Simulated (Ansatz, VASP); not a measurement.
**CoSi: VASP beside Ansatz**

```
CELL_PARAMETERS angstrom
2.76328 0.00000 0.00000
0.00000 2.76328 0.00000
0.00000 0.00000 2.76328
ATOMIC_POSITIONS crystal
Co 0.00000 0.00000 0.00000
Si 0.50000 0.50000 0.50000
```

Alike in both runs: functional r2SCAN; k mesh 20 × 20 × 20; occupations gaussian, width 0.1 eV; collinear spin.

Ansatz relaxed the structure, and its values are those at the end. VASP's run is a single point on that final structure, the one shown.

|  | VASP | Ansatz |
| --- | --- | --- |
| version | VASP 6.6.1 | Ansatz 0.2.0 |
| potentials or method | VASP PAW PBE potentials, release 64 (Co, Si), cutoff 520 eV | scalar-relativistic, plane waves, PAW |
| valence electrons in the cell | 13 | 21 |

|  | VASP | Ansatz | Ansatz less VASP |
| --- | --- | --- | --- |
| gap on the k mesh at the Fermi level (eV) | none | none | - |
| pressure (GPa) | -0.2 | 0.0 | +0.16 |
| net moment per atom (μB) | 0.46 | 0.46 | +0.007 |
| size of the moment on the site where the two differ most (μB) | 0.93 | 0.97 | +0.036 |

VASP's potentials were made for PBE, not for r2SCAN. Site moments also hang on the region over which each program counts them. A gap of «none» marks a metal or a gap that the smearing closes. VASP's potentials hold 13 valence electrons a cell and Ansatz's 21, so a difference there can come from the potentials and not from the codes.
